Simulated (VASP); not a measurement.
A run of VASP 6.6.1 is set up as follows.

Contents of POSCAR:

```
Rh
1.0
    0.7435295327      2.3368071028      2.3368071028
    2.3368071028      0.7435295327      2.3368071028
    2.3368071028      2.3368071028      0.7435295327
Rh
1
Direct
    0.0000000000      0.0000000000      0.0000000000
```

The input INCAR.step1:

```
PREC = Accurate ; ENCUT = 520
ISMEAR = 0 ; SIGMA = 0.15
LREAL = False ; LASPH = True
NELM = 80 ; NBANDS = 14
GGA = PE ; ALGO = Normal
EDIFF = 1E-4 ; LWAVE = True
LCHARG = False
```

Contents of INCAR.step2:

```
PREC = Accurate ; ENCUT = 520
EDIFF = 1E-6 ; ISMEAR = 0
SIGMA = 0.15 ; LREAL = False
LASPH = True ; NELM = 80
ALGO = Normal ; ISIF = 2
LWAVE = False ; LCHARG = True
METAGGA = R2SCAN ; LMIXTAU = True
LELF = True ; LVHAR = True
NBANDS = 14 ; ISTART = 1
```

The input KPOINTS:

```
regular mesh
0
Gamma
  8 8 8
```

Potentials or basis: VASP PAW PBE potentials, release 64 (Rh_pv).

Launch:

```bash
$ cat potpaw_PBE.64/Rh_pv/POTCAR > POTCAR
$ cp INCAR.step1 INCAR
$ mpirun -np 1 vasp_std > vasp.out
$ cp INCAR.step2 INCAR
$ mpirun -np 1 vasp_std > vasp.out
```

Problem. Predict the pressure.

Solution. 111.5 GPa.

Stress tensor (GPa, compression positive):
```
111.52 -65.85 -65.85
-65.85 111.52 -65.85
-65.85 -65.85 111.52
```

Caveat: the k points lie up to 0.41 Å⁻¹ apart; the PAW data sets were made with another functional, which shifts forces and pressure a little.
